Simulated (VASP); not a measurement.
Write the native input for VASP 6.6.1 that does the following.

```yaml
Task: single point
Functional: PBEsol
Potentials_or_basis: VASP PAW PBE potentials, release 64 (W_sv, S)
Cutoff: 520 eV
k_mesh: 12 × 12 × 12
Occupations: gaussian, width 0.05 eV
Spin: no spin polarisation
Dipole_correction: no
Further_INCAR_settings: ALGO = Normal; EDIFF = 1e-06; NBANDS = 20
```

The structure of WS2 lies in POSCAR:

```
WS2
1.0
    1.5790003843      0.7748908524      6.1633300000
   -1.5790003843      0.7748908524      6.1633300000
    0.0000000000     -1.5497817048      6.1633300000
W S
1 2
Direct
    0.0000000000      0.0000000000      0.0000000000
    0.7503000000      0.7503000000      0.7503000000
    0.5810000000      0.5810000000      0.5810000000
```

This cell differs from its parent crystal: strain -0.1500 x Voigt [0, 1, 0, 0, 0, 0].

One way to write it, as run:

INCAR

```
SYSTEM = WS2
  PREC = Accurate
  ENCUT = 520
  EDIFF = 1E-6
  ISMEAR = 0
  SIGMA = 0.05
  LREAL = .False.
  LASPH = .True.
  NELM = 100
  ALGO = Normal
  ISIF = 2
  LWAVE = .False.
  LCHARG = .True.
  GGA = PS
  LELF = .True.
  LVHAR = .True.
  NBANDS = 20
```

KPOINTS

```
Automatic mesh
0
Gamma
  12 12 12
  0 0 0
```

Potentials or basis: VASP PAW PBE potentials, release 64 (W_sv, S).

Run with:

```bash
$ cat potpaw_PBE.64/W_sv/POTCAR potpaw_PBE.64/S/POTCAR > POTCAR
$ mpirun -np 1 vasp_std > vasp.out
```

Results of the run:

| Item | Value |
| --- | --- |
| Pressure | 40.7 GPa |
| Largest force | 3.085 eV/Å |
| Band gap on the k mesh | 1.22 eV (least direct gap 1.51 eV) |

Caveat: the cell differs from its parent crystal (strain -0.1500 x Voigt [0, 1, 0, 0, 0, 0]); the stress differs along the axes, from 22 to 73 GPa; the PAW data sets were made with another functional, which shifts forces and pressure a little; spin-orbit coupling is left out, which moves the levels of the heavy elements.

It took 31 min on 1 thread of Oxide Virtual Turin-like Processor, with other jobs on the host, peak memory 0.58 GiB.
